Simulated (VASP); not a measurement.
# Cr (P6_3/mmc) in VASP: a series of runs

Cr is run at these levels: PBE; tasks: electric field gradients.

Everything below comes from runs of VASP 6.6.1. Logs are shortened: lines on timing, memory, paths and dates and some standing lists are left out, and cuts for length are marked.

**1. The cell of the first run**

It takes space group P6_3/mmc (No. 194, hexagonal). The conventional cell has a = 2.502 Å, b = 2.502 Å, c = 4.485 Å, α = 90.00°, β = 90.00°, γ = 120.00°. Cr (site symmetry -6m2) has 12 Cr at 2.50 to 2.67 Å within 3.3 Å.

This isn't the form of Cr at room conditions, which is bcc.

**2. Electric field gradients, PBE, collinear spin, ferromagnetic start (12.16 Å³/atom)**

INCAR reads:

```
PREC = Accurate ; ENCUT = 520
EDIFF = 1E-8 ; ISMEAR = -1
SIGMA = 0.05 ; LREAL = False
LASPH = True ; NELM = 150
ALGO = Normal ; ISIF = 2
LWAVE = False ; LCHARG = False
ISPIN = 2 ; MAGMOM = 3 3
LORBIT = 11 ; LMAXMIX = 4
GGA = PE ; LEFG = True
NBANDS = 23
```

KPOINTS reads:

```
regular mesh
0
Gamma
  17 17 9
```

POSCAR reads:

```
Cr
1.0
    2.5017631948      0.0000000000      0.0000000000
   -1.2508815974      2.1665904810      0.0000000000
    0.0000000000      0.0000000000      4.4851463441
Cr
2
Direct
    0.3333333333      0.6666666667      0.2500000000
    0.6666666667      0.3333333333      0.7500000000
```

Potentials or basis: VASP PAW PBE potentials, release 64 (Cr_pv).

Command:

```console
$ cat potpaw_PBE.64/Cr_pv/POTCAR > POTCAR
$ mpirun -np 1 vasp_std > vasp.out
```

OUTCAR:

```text
PREC = Accurate
   ENCUT = 520
   EDIFF = 1E-8
   ISMEAR = -1
   LREAL = False
   LASPH = True
   NELM = 150
   ISIF = 2
   ISPIN = 2
   LORBIT = 11
   GGA = PE

 ion  position               nearest neighbor table
   1  0.333  0.667  0.250-   2 2.67   2 2.67   2 2.67   2 2.67   2 2.67   2 2.67
   2  0.667  0.333  0.750-   1 2.67   1 2.67   1 2.67   1 2.67   1 2.67   1 2.67

  LATTYP: Found a hexagonal cell.
 ALAT       =     2.5017631948
 C/A-ratio  =     1.7927941195

  Lattice vectors:

 A1 = (   2.5017631948,   0.0000000000,   0.0000000000)
 A2 = (  -1.2508815974,   2.1665904810,   0.0000000000)
 A3 = (   0.0000000000,   0.0000000000,   4.4851463441)

Analysis of symmetry for initial positions (statically):
=====================================================================
 Subroutine PRICEL returns:
 Original cell was already a primitive cell.

 Routine SETGRP: Setting up the symmetry group for a
 hexagonal supercell.

 Subroutine GETGRP returns: Found 24 space group operations
 (whereof 12 operations were pure point group operations)
 out of a pool of 24 trial point group operations.

The static configuration has the point symmetry D_3d.
 The point group associated with its full space group is D_6h.

Analysis of symmetry for dynamics (positions and initial velocities):
=====================================================================
 Subroutine PRICEL returns:
 Original cell was already a primitive cell.

 Routine SETGRP: Setting up the symmetry group for a
 hexagonal supercell.

 Subroutine GETGRP returns: Found 24 space group operations
 (whereof 12 operations were pure point group operations)
 out of a pool of 24 trial point group operations.

The dynamic configuration has the point symmetry D_3d.
 The point group associated with its full space group is D_6h.

Analysis of structural, dynamic, and magnetic symmetry:
=====================================================================
 Subroutine PRICEL returns:
 Original cell was already a primitive cell.

 Routine SETGRP: Setting up the symmetry group for a
 hexagonal supercell.

 Subroutine GETGRP returns: Found 24 space group operations
[... 169 lines left out ...]
      5     -32.2944      1.00000
      6     -32.2944      1.00000
[... 613 lines left out ...]
     22      24.3973      0.00000
     23      24.9666      0.00000

 [... further k-points ...]

 spin component 2

 k-point     1 :       0.0000    0.0000    0.0000
  band No.  band energies     occupation
      1     -33.1350      1.00000
      2     -32.5185      1.00000
      3     -32.3532      1.00000
      4     -32.3532      1.00000
      5     -32.2944      1.00000
      6     -32.2944      1.00000
[... 613 lines left out ...]
     22      24.3973      0.00000
     23      24.9666      0.00000

 [... further k-points ...]

------------------------ aborting loop because EDIFF is reached ----------------------------------------

  FORCE on cell =-STRESS in cart. coord.  units (eV):
  Direction    XX          YY          ZZ          XY          YZ          ZX
  --------------------------------------------------------------------------------------
  -------------------------------------------------------------------------------------
  Total       -0.7785960     -0.7785960     -0.6746283     -0.0000000     -0.0000000     -0.0000000
  in kB      -51.3124939    -51.3124939    -44.4606185     -0.0000000     -0.0000000     -0.0000000
  external PRESSURE =     -49.0285354 kB  Pullay stress =       0.0000000 kB

 VOLUME and BASIS-vectors are now :
 -----------------------------------------------------------------------------
  energy-cutoff  :      520.00
  volume of cell :       24.31
      direct lattice vectors                 reciprocal lattice vectors
     2.501763195  0.000000000  0.000000000     0.399718088  0.230777346  0.000000000
    -1.250881597  2.166590481  0.000000000     0.000000000  0.461554691  0.000000000
     0.000000000  0.000000000  4.485146344     0.000000000  0.000000000  0.222958165

 POSITION                                       TOTAL-FORCE (eV/Angst)
 -----------------------------------------------------------------------------------
     -0.00000      1.44439      1.12129         0.000000      0.000000      0.000000
      1.25088      0.72220      3.36386        -0.000000     -0.000000      0.000000
 -----------------------------------------------------------------------------------
    total drift:                               -0.000000      0.000000     -0.000000

  FREE ENERGIE OF THE ION-ELECTRON SYSTEM (eV)
  ---------------------------------------------------
  free  energy   TOTEN  =       -18.2300428392 eV

  energy  without entropy=      -18.2041836087  energy(sigma->0) =      -18.21711322

 Electric field gradients (V/A^2)
---------------------------------------------------------------------
 ion       V_xx      V_yy      V_zz      V_xy      V_xz      V_yz
---------------------------------------------------------------------
   1      -5.584    -5.579    11.163     0.004     0.000    -0.000
   2      -5.584    -5.579    11.163     0.004    -0.000     0.000
---------------------------------------------------------------------

 Electric field gradients after diagonalization (V/A^2)
 (convention: |V_zz| > |V_xx| > |V_yy|)
----------------------------------------------------------------------
 ion       V_xx      V_yy      V_zz     asymmetry (V_yy - V_xx)/ V_zz
----------------------------------------------------------------------
   1      -5.586    -5.577    11.163       0.001
   2      -5.586    -5.577    11.163       0.001
----------------------------------------------------------------------

           NMR quadrupolar parameters

 Cq : quadrupolar parameter    Cq=e*Q*V_zz/h
 eta: asymmetry parameters     (V_yy - V_xx)/ V_zz
 Q  : nuclear electric quadrupole moment in mb (millibarn)
----------------------------------------------------------------------
 ion       Cq(MHz)       eta       Q (mb)
----------------------------------------------------------------------
   1       0.027       0.001       1.000
   2       0.027       0.001       1.000
----------------------------------------------------------------------

 total charge

# of ion       s       p       d       tot
------------------------------------------
    1        0.434   6.360   4.188  10.982
    2        0.434   6.360   4.188  10.982
--------------------------------------------------
tot          0.868  12.720   8.376  21.963

 magnetization (x)

# of ion       s       p       d       tot
------------------------------------------
    1        0.000  -0.000  -0.000  -0.000
    2        0.000  -0.000  -0.000  -0.000
--------------------------------------------------
tot          0.000  -0.000  -0.000  -0.000
```

OSZICAR:

```text
N       E                     dE             d eps       ncg     rms          rms(c)
DAV:   1     0.243554131086E+03    0.24355E+03   -0.13534E+04 15316   0.128E+03
DAV:   2    -0.112673944071E+02   -0.25482E+03   -0.24574E+03 15390   0.380E+02
[... 10 lines left out ...]
DAV:  13    -0.182300437278E+02   -0.21929E-05   -0.65422E-06 16622   0.227E-02    0.804E-03
DAV:  14    -0.182300427896E+02    0.93824E-06   -0.11687E-06 16279   0.822E-03    0.195E-03
DAV:  15    -0.182300427320E+02    0.57622E-07   -0.16924E-07 16986   0.381E-03    0.445E-04
DAV:  16    -0.182300427884E+02   -0.56433E-07   -0.89803E-09 10284   0.930E-04    0.235E-04
DAV:  17    -0.182300428257E+02   -0.37265E-07   -0.69414E-10  8220   0.227E-04    0.135E-04
DAV:  18    -0.182300428393E+02   -0.13646E-07   -0.32974E-10  7912   0.168E-04    0.225E-05
DAV:  19    -0.182300428392E+02    0.80945E-10   -0.40810E-11  7863   0.668E-05
   1 F= -.18230043E+02 E0= -.18217113E+02  d E =-.258592E-01  mag=     0.0000
```

stdout:

```text
POSCAR found type information on POSCAR Cr
 POSCAR found :  1 types and       2 ions
 scaLAPACK will be used
 LDA part: xc-table for (Slater+PW92), standard interpolation
 POSCAR, INCAR and KPOINTS ok, starting setup
 FFT: planning ... GRIDC
 FFT: planning ... GRID_SOFT
 FFT: planning ... GRID
 WAVECAR not read
 entering main loop
ion   1

ion   2
```

Run time: 2.1 min. Hardware: 1 thread of Intel Xeon Platinum 8488C (Sapphire Rapids), shared host; peak memory 0.24 GiB.

What came out:

```
Free energy                                           : -18.2300 eV
Pressure                                              : -4.9 GPa
Band gap on the k mesh                                : zero (filled and empty bands overlap)
Net moment                                            : 0.00 μB per cell
Largest electric field gradient by atom               : Cr +11.2 V/Å²
Valence electrons inside the program's atomic spheres : Cr 10.98
```

Stress tensor (GPa, compression positive):
```
-5.13  0.00  0.00
 0.00 -5.13  0.00
 0.00  0.00 -4.45
```

Levels at points of the mesh, in eV from the Fermi level:
Spin up:
```
           k point  band 10  band 11  band 12  band 13  band 14  band 15
(0.00, 0.00, 0.00)    -0.33    -0.33    -0.29    -0.02    -0.02     1.05
```
Spin down:
```
           k point  band 8  band 9  band 10  band 11  band 12  band 13  band 14  band 15  band 16  band 17
(0.00, 0.00, 0.00)   -3.99   -1.19    -0.33    -0.33    -0.29    -0.02    -0.02     1.05     1.05     2.12
```

Electric field gradients, principal values (V/Å²):
```
atom   least  middle  greatest (by size)
1 Cr  -5.577  -5.586              11.163
2 Cr  -5.577  -5.586              11.163
```

Caveat: the cell stands under tension; an empty level that is flat over the whole mesh can mark a ghost state of the potentials, or a narrow d or f band; without QUAD_EFG the Cq values of the log hold for a quadrupole moment of 1 mb, not for the nuclei.

(Continued in part 2 of 3.)
